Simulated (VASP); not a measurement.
A run of VASP 6.6.1 is set up as follows.

INCAR

```
SYSTEM = NaCl
ALGO = Normal
EDIFF = 1E-6
ENCUT = 520
GGA = PE
ISIF = 2
ISMEAR = 0
LASPH = .TRUE.
LCHARG = .TRUE.
LELF = .TRUE.
LREAL = .FALSE.
LVHAR = .TRUE.
LWAVE = .FALSE.
NBANDS = 22
NELM = 60
PREC = Accurate
SIGMA = 0.1
```

Contents of KPOINTS:

```
k-points
0
G
  6 6 4
  0 0 0
```

POSCAR

```
NaCl
1.0
    2.0584394092     -3.3349154024      0.0000000000
    2.0584394092      3.3349154024      0.0000000000
    0.0000000000      0.0000000000      6.8047133728
Na Cl
2 2
Direct
    0.5000000000      0.5000000000      0.5000000000
    0.5000000000      0.5000000000      0.0000000000
    0.8365559145      0.1634440855      0.2500000000
    0.1634440855      0.8365559145      0.7500000000
```

Potentials or basis: VASP PAW PBE potentials, release 64 (Na_pv, Cl).

The run is started by

```bash
$ cat potpaw_PBE.64/Na_pv/POTCAR potpaw_PBE.64/Cl/POTCAR > POTCAR
$ mpirun -np 1 vasp_std > vasp.out
```

Question: Predict the largest force.

Answer: 0.013 eV/Å.

Question: Predict the band gap on the k mesh.

Answer: 4.80 eV.

Question: Estimate the pressure.

Answer: -0.2 GPa.

Forces on the atoms (eV/Å):
```
Na   0.000  0.000  0.000
Na   0.000  0.000  0.000
Cl   0.000 -0.013  0.000
Cl   0.000  0.013  0.000
```

A k mesh can miss the band edges.
